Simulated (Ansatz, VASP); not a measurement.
GaAs: VASP beside Ansatz

Contents of INCAR:

```
PREC = Accurate ; ENCUT = 500
EDIFF = 1E-6 ; ISMEAR = -1
SIGMA = 0.05 ; LREAL = F
LASPH = T ; NELM = 120
ALGO = Normal ; ISIF = 2
LWAVE = F ; LCHARG = F
GGA = PS ; NBANDS = 16
GGA_COMPAT = F
```

Contents of KPOINTS:

```
Automatic mesh
0
Gamma
  11 11 11
```

Contents of POSCAR:

```
GaAs
1.0
    0.0000000000      2.8268500000      2.8268500000
    2.8268500000      0.0000000000      2.8268500000
    2.8268500000      2.8268500000      0.0000000000
Ga As
1 1
Direct
    0.0000000000      0.0000000000      0.0000000000
    0.7500000000      0.7500000000      0.7500000000
```

Input for Ansatz:

```yaml
crystal:
  lattice:
    - [0.0, 2.82685, 2.82685]
    - [2.82685, 0.0, 2.82685]
    - [2.82685, 2.82685, 0.0]
  atoms:
    - { symbol: Ga, position: [0.0, 0.0, 0.0] }
    - { symbol: As, position: [0.75, 0.75, 0.75] }
kpoints:
  mp_grid: { grid: [11, 11, 11] }
  band_path:
    path:
      - [0.0, 0.0, 0.0]
      - [-0.5, -0.5, 0.0]
      - [-0.375, -0.375, 0.25]
      - [-0.375, 0.0, 0.375]
      - [0.0, 0.0, 0.0]
      - [0.0, 0.0, 0.5]
      - [-0.5, -0.25, 0.25]
      - [-0.5, -0.5, 0.0]
    npoints: 5
scf:
  occupations: { method: fermi_dirac, width: 0.05 }
hamiltonian:
  xc: pbesol
  pseudopotentials: { kind: all_electron, lapw: { basis_error: 0.0005 } }
output:
  forces: true
  stress: true
  eigenvalues: true
```

Alike in both runs: task single point; functional PBEsol; k mesh 11 × 11 × 11; occupations fermi-dirac, width 0.05 eV; no spin polarisation.

|  | VASP | Ansatz |
| --- | --- | --- |
| version | VASP 6.6.1 | Ansatz 0.2.0 |
| potentials or method | VASP PAW PBE potentials, release 64 (Ga_d, As), cutoff 500 eV | all-electron LAPW, scalar-relativistic |

|  | VASP | Ansatz | Ansatz less VASP |
| --- | --- | --- | --- |
| pressure (GPa) | 0.4 | 0.2 | -0.15 |

VASP's potentials were made for PBE, not for PBEsol. Ansatz ran all-electron here, and VASP with PAW potentials.
